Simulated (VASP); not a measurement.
# Si (C2/c) in VASP: single point with PBE

Aim: the single point of Si with PBE.

Program: VASP 6.6.1. These are calculated values, not measurements. Logs are shortened: lines on timing, memory, paths and dates and some standing lists are left out, and cuts for length are marked.

## Step 1: The cell of the first run

The structure is monoclinic, space group C2/c (No. 15). Conventional cell: a = 2.659 Å, b = 6.707 Å, c = 3.607 Å, α = 90.00°, β = 111.62°, γ = 90.00°. Si (site symmetry 2) has 8 Si at 2.10 to 2.90 Å within 3.0 Å.

## Step 2: Single point, PBE (atom 1 (Si) moved by (-0.600, +0.000) A along [1 1 0] and z)

INCAR

```
SYSTEM = Si
  PREC = Accurate
  ENCUT = 520
  EDIFF = 1E-7
  ISMEAR = 0
  SIGMA = 0.15
  LREAL = .FALSE.
  LASPH = .TRUE.
  NELM = 60
  ALGO = Normal
  ISIF = 2
  LWAVE = .FALSE.
  LCHARG = .FALSE.
  GGA = PE
  NBANDS = 11
```

KPOINTS

```
Automatic mesh
0
G
  20 20 20
  0 0 0
```

POSCAR

```
Si
1.0
   -2.3713723045      2.3713723045      1.3292653899
    2.3713723045     -2.3713723045      1.3292653899
    2.3713723045      2.3713723045     -1.3292653899
Si
2
Direct
    0.1605446100      0.6605446100      0.3210892200
    0.5000000000      0.5000000000      0.0000000000
```

Potentials or basis: VASP PAW PBE potentials, release 64 (Si).

Command:

```sh
$ cat potpaw_PBE.64/Si/POTCAR > POTCAR
$ mpirun -np 1 vasp_std > vasp.out
```

OUTCAR:

```text
SYSTEM = Si
   PREC = Accurate
   ENCUT = 520
   EDIFF = 1E-7
   ISMEAR = 0
   LREAL = .FALSE.
   LASPH = .TRUE.
   NELM = 60
   ISIF = 2
   GGA = PE

 ion  position               nearest neighbor table
   1  0.161  0.661  0.321-   2 2.10   2 2.10   2 2.82   2 2.82   2 2.90   2 2.90
   2  0.500  0.500  0.000-   1 2.10   1 2.10   1 2.82   1 2.82   1 2.90   1 2.90

  LATTYP: Found a body centered tetragonal cell.
 ALAT       =     4.7427446090
 C/A-ratio  =     0.5605468983

  Lattice vectors:

 A1 = (  -2.3713723045,   2.3713723045,   1.3292653899)
 A2 = (   2.3713723045,  -2.3713723045,   1.3292653899)
 A3 = (   2.3713723045,   2.3713723045,  -1.3292653899)

Analysis of symmetry for initial positions (statically):
=====================================================================
 Subroutine PRICEL returns:
 Original cell was already a primitive cell.

 Routine SETGRP: Setting up the symmetry group for a
 body centered tetragonal supercell.

 Subroutine GETGRP returns: Found  4 space group operations
 (whereof  2 operations were pure point group operations)
 out of a pool of 16 trial point group operations.

The static configuration has the point symmetry C_2 .
 The point group associated with its full space group is C_2h.

Analysis of symmetry for dynamics (positions and initial velocities):
=====================================================================
 Subroutine PRICEL returns:
 Original cell was already a primitive cell.

 Routine SETGRP: Setting up the symmetry group for a
 body centered tetragonal supercell.

 Subroutine GETGRP returns: Found  4 space group operations
 (whereof  2 operations were pure point group operations)
 out of a pool of 16 trial point group operations.

The dynamic configuration has the point symmetry C_2 .
 The point group associated with its full space group is C_2h.

 Subroutine INISYM returns: Found  4 space group operations
 (whereof  2 operations are pure point group operations),
 and found     1 'primitive' translations

----------------------------------------------------------------------------------------

                                     Primitive cell

  volume of cell :      29.9000

  direct lattice vectors                    reciprocal lattice vectors
    -2.371372304  2.371372304  1.329265390     0.000000000  0.210848376  0.376147610
     2.371372304 -2.371372304  1.329265390     0.210848376  0.000000000  0.376147610
     2.371372304  2.371372304 -1.329265390     0.210848376  0.210848376  0.000000000

  length of vectors
     3.607458896  3.607458896  3.607458896     0.431212317  0.431212317  0.298184633

  position of ions in fractional coordinates (direct lattice)
     0.160544610  0.660544610  0.321089220
     0.500000000  0.500000000  0.000000000

  ion indices of the primitive-cell ions
   primitive index   ion index
                 1           1
                 2           2

----------------------------------------------------------------------------------------

 KPOINTS: Automatic mesh

Automatic generation of k-mesh.
 Grid dimensions read from file:
 generate k-points for:   20   20   20

 Generating k-lattice:

  Cartesian coordinates                     Fractional coordinates (reciprocal lattice)
     0.000000000  0.010542419  0.018807381     0.050000000  0.000000000  0.000000000
     0.010542419  0.000000000  0.018807381     0.000000000  0.050000000  0.000000000
     0.010542419  0.010542419  0.000000000     0.000000000  0.000000000  0.050000000

  Length of vectors
     0.021560616  0.021560616  0.014909232

  Shift w.r.t. Gamma in fractional coordinates (k-lattice)
     0.000000000  0.000000000  0.000000000

 Subroutine IBZKPT returns following result:
 ===========================================

 Found   2112 irreducible k-points:

 Following reciprocal coordinates:
            Coordinates               Weight
  0.000000  0.000000  0.000000      1.000000
  0.050000  0.000000  0.000000      4.000000
  0.000000  0.050000 -0.050000      4.000000
  0.100000  0.000000 -0.000000      4.000000
  0.000000  0.100000 -0.100000      4.000000
  0.150000  0.000000  0.000000      4.000000
[... 16 lines left out ...]
  0.100000  0.000000 -0.050000      2.000000
  0.000000  0.100000 -0.050000      2.000000
 [... further k-points ...]
   k-points           NKPTS =   2112   k-points in BZ     NKDIM =   2112   number of bands    NBANDS=     11
   number of dos      NEDOS =    301   number of ions     NIONS =      2
   total plane-waves  NPLWV =  21952
   dimension x,y,z NGX =    28 NGY =   28 NGZ =   28
   dimension x,y,z NGXF=    56 NGYF=   56 NGZF=   56
   ions per type =               2
   NGX,Y,Z   is equivalent  to a cutoff of  12.90, 12.90, 12.90 a.u.
   NGXF,Y,Z  is equivalent  to a cutoff of  25.81, 25.81, 25.81 a.u.
 SYSTEM =  Si
   PREC   = accura    normal or accurate (medium, high low for compatibility)
   ISTART =      0    job   : 0-new  1-cont  2-samecut
   ICHARG =      2    charge: 1-file 2-atom 10-const
   ISPIN  =      1    spin polarized calculation?
   LNONCOLLINEAR =      F non collinear calculations
   LSORBIT =      F    spin-orbit coupling
   LASPH  =      T    aspherical Exc in radial PAW
   ENCUT  =  520.0 eV  38.22 Ry    6.18 a.u.   6.71  6.71  6.71*2*pi/ulx,y,z
   NELM   =     60;   NELMIN=  2; NELMDL= -5     # of ELM steps
   EDIFF  = 0.1E-06   stopping-criterion for ELM
   LREAL  =      F    real-space projection
   EDIFFG = 0.1E-05   stopping-criterion for IOM
   NSW    =      0    number of steps for IOM
   IBRION =     -1    ionic relax: 0-MD 1-quasi-New 2-CG
   NFREE  =      0    steps in history (QN), initial steepest desc. (CG)
   ISIF   =      2    stress and relaxation
   ISYM   =      2    0-nonsym 1-usesym 2-fastsym
   POTIM  = 0.5000    time-step for ionic-motion
   TEBEG  =    0.0;   TEEND  =   0.0 temperature during run
   PSTRESS=    0.0 pullay stress
   NELECT =       8.0000    total number of electrons
   NUPDOWN=      -1.0000    fix difference up-down
   EMIN   =  10.00;   EMAX   =-10.00  energy-range for DOS
   EFERMI =   0.00;   METHOD = LEGACY
   ISMEAR =     0;   SIGMA  =   0.15  broadening in eV -4-tet -1-fermi 0-gaus
   EFERMI_NEDOS =   21; number of points for ismear=-14 and -15
   IALGO  =     38    algorithm
   IMIX   =      4    mixing-type and parameters
     AMIX     =   0.40;   BMIX     =  1.00
     AMIX_MAG =   1.60;   BMIX_MAG =  1.00
  volume/ion in A,a.u.               =      14.95       100.89
  Fermi-wavevector in a.u.,A,eV,Ry     =   1.054908  1.993486 15.140973  1.112830
  Thomas-Fermi vector in A             =   2.190086
   LORBIT       =      0    0 simple, 1 ext, 2 COOP (PROOUT), +10 PAW based schemes
   GGA     = PE    functional components
   LHFCALC =     F    Hartree Fock is set to
   AEXX    =    0.0000 exact exchange contribution
   IVDW    =     0    specifies the selected vdW correction
   LEPSILON=     F    determine dielectric tensor
   LRPA    =     F    only Hartree local field effects (RPA)
 non-spin polarized calculation
 Gauss-broadening in eV      SIGMA  =   0.15
  energy-cutoff  :      520.00
  volume of cell :       29.90
 maximum number of plane-waves:       820
   NGX = 13   NGY = 13   NGZ = 13

 number of electron       8.0000000 magnetization

 Free energy of the ion-electron system (eV)
  ---------------------------------------------------
  ext. energy  EPLUGINS =         0.00000000
  ---------------------------------------------------
  free energy    TOTEN  =        -8.95469734 eV

  energy without entropy =       -8.94527123  energy(sigma->0) =       -8.94998428

 E-fermi :   9.4111     XC(G=0): -10.8870

 val. band max:        9.4106879743   @ k =  -0.3500   0.5000   0.3500
 cond. band min:       9.4147512766   @ k =  -0.0500  -0.4500   0.3500
 fundamental gap:      0.0040633023
 Fermi energy:         9.4110973545

 k-point     1 :       0.0000    0.0000    0.0000
  band No.  band energies     occupation
      1      -4.9765      2.00000
      2       5.9135      2.00000
      3       7.5328      2.00000
      4       7.8543      2.00000
      5       9.7319      0.00249
      6      17.1944      0.00000
      7      17.4420      0.00000
      8      18.4148      0.00000
      9      18.6414      0.00000
     10      19.7232      0.00000
     11      20.4445      0.00000

 k-point     2 :       0.0500    0.0000    0.0000
  band No.  band energies     occupation
      1      -4.9111      2.00000
      2       5.8465      2.00000
      3       7.2775      2.00000
      4       8.2094      2.00000
      5       9.9058      0.00000
      6      16.4394      0.00000
      7      16.5722      0.00000
      8      18.4074      0.00000
      9      19.3049      0.00000
     10      19.4239      0.00000
     11      20.4402      0.00000

 k-point     3 :       0.0000    0.0500   -0.0500
  band No.  band energies     occupation
      1      -4.9112      2.00000
      2       5.8300      2.00000
      3       7.2972      2.00000
      4       8.2268      2.00000
      5       9.9004      0.00000
      6      16.1684      0.00000
      7      16.6291      0.00000
      8      18.3033      0.00000
      9      19.6986      0.00000
     10      19.8323      0.00000
     11      20.2127      0.00000

 k-point     4 :       0.1000    0.0000   -0.0000
  band No.  band energies     occupation
      1      -4.7152      2.00000
      2       5.6943      2.00000
      3       6.9920      2.00000
      4       8.7708      2.00000
      5      10.3788      0.00000
      6      15.0278      0.00000
      7      15.3009      0.00000
      8      17.7548      0.00000
      9      19.1038      0.00000
     10      19.6975      0.00000
     11      20.5907      0.00000

 k-point     5 :       0.0000    0.1000   -0.1000
  band No.  band energies     occupation
      1      -4.7157      2.00000
      2       5.6454      2.00000
      3       7.0413      2.00000
      4       8.8702      2.00000
      5      10.3540      0.00000
      6      14.4146      0.00000
      7      15.5360      0.00000
      8      17.8681      0.00000
      9      18.8198      0.00000
     10      20.5101      0.00000
     11      20.7235      0.00000
[... 211 lines left out ...]
 k-point    21 :       0.0000    0.5000    0.5000
  band No.  band energies     occupation
      1       0.6868      2.00000
      2       2.2597      2.00000
      3       5.8914      2.00000
      4       8.0592      2.00000
      5       8.8209      2.00000
      6       9.4830      0.49773
      7      14.5036      0.00000
      8      14.7797      0.00000
      9      19.4629      0.00000
     10      19.8164      0.00000
     11      21.3392      0.00000

 k-point    22 :       0.0500    0.0500   -0.0000
  band No.  band energies     occupation
      1      -4.7472      2.00000
      2       6.0755      2.00000
      3       6.9103      2.00000
      4       8.6310      2.00000
      5      10.1738      0.00000
      6      14.8602      0.00000
      7      15.3186      0.00000
      8      18.0247      0.00000
      9      19.1678      0.00000
     10      19.8754      0.00000
     11      20.5146      0.00000

 k-point    23 :       0.1000    0.0000   -0.0500
  band No.  band energies     occupation
      1      -4.7421      2.00000
      2       5.6815      2.00000
      3       7.8654      2.00000
      4       8.0420      2.00000
      5      10.1747      0.00000
      6      15.0877      0.00000
      7      15.3563      0.00000
      8      18.0447      0.00000
      9      19.0258      0.00000
     10      19.7173      0.00000
     11      20.5858      0.00000

 k-point    24 :       0.0000    0.1000   -0.0500
  band No.  band energies     occupation
      1      -4.7425      2.00000
      2       5.6367      2.00000
      3       7.9785      2.00000
      4       8.0519      2.00000
      5      10.1692      0.00000
      6      14.4607      0.00000
      7      15.6391      0.00000
      8      18.1130      0.00000
      9      18.6542      0.00000
     10      20.5922      0.00000
     11      20.6833      0.00000

 [... further k-points ...]

------------------------ aborting loop because EDIFF is reached ----------------------------------------

  FORCE on cell =-STRESS in cart. coord.  units (eV):
  Direction    XX          YY          ZZ          XY          YZ          ZX
  --------------------------------------------------------------------------------------
  -------------------------------------------------------------------------------------
  Total        5.7421043      5.7421043      2.1088617     -2.0339395      1.9095823     -1.9095823
  in kB      307.6879453    307.6879453    113.0023593   -108.9876867    102.3240633   -102.3240640
  external PRESSURE =     242.7927499 kB  Pullay stress =       0.0000000 kB

 VOLUME and BASIS-vectors are now :
 -----------------------------------------------------------------------------
  energy-cutoff  :      520.00
  volume of cell :       29.90
      direct lattice vectors                 reciprocal lattice vectors
    -2.371372304  2.371372304  1.329265390     0.000000000  0.210848376  0.376147610
     2.371372304 -2.371372304  1.329265390     0.210848376  0.000000000  0.376147610
     2.371372304  2.371372304 -1.329265390     0.210848376  0.210848376  0.000000000

 POSITION                                       TOTAL-FORCE (eV/Angst)
 -----------------------------------------------------------------------------------
      1.94711     -0.42426      0.66463         3.200027      3.200027     -0.000000
      0.00000      0.00000      1.32927        -3.200027     -3.200027      0.000000
 -----------------------------------------------------------------------------------
    total drift:                                0.000000      0.000000     -0.000000

  FREE ENERGIE OF THE ION-ELECTRON SYSTEM (eV)
  ---------------------------------------------------
  free  energy   TOTEN  =        -8.9546973406 eV

  energy  without entropy=       -8.9452712268  energy(sigma->0) =       -8.94998428
```

Wall time 18 min (1 thread of Intel Xeon 8259CL, shared host); peak memory 0.61 GiB.

Results:

- Free energy: -8.9547 eV
- Pressure: 24.3 GPa
- Largest force: 4.526 eV/Å
- Band gap on the k mesh: zero (bands 4 and 5 overlap by 5.98 eV)

Forces on the atoms (eV/Å):
```
Si   3.200  3.200  0.000
Si  -3.200 -3.200  0.000
```

Stress tensor (GPa, compression positive):
```
 30.77 -10.90 -10.23
-10.90  30.77  10.23
-10.23  10.23  11.30
```

Caveat: the cell differs from its parent crystal (atom 1 (Si) moved by (-0.600, +0.000) A along [1 1 0] and z); the stress differs along the axes, from 11 to 31 GPa; forces of over 1 eV/Å act on the atoms, so gaps and moduli don't describe the material at rest.
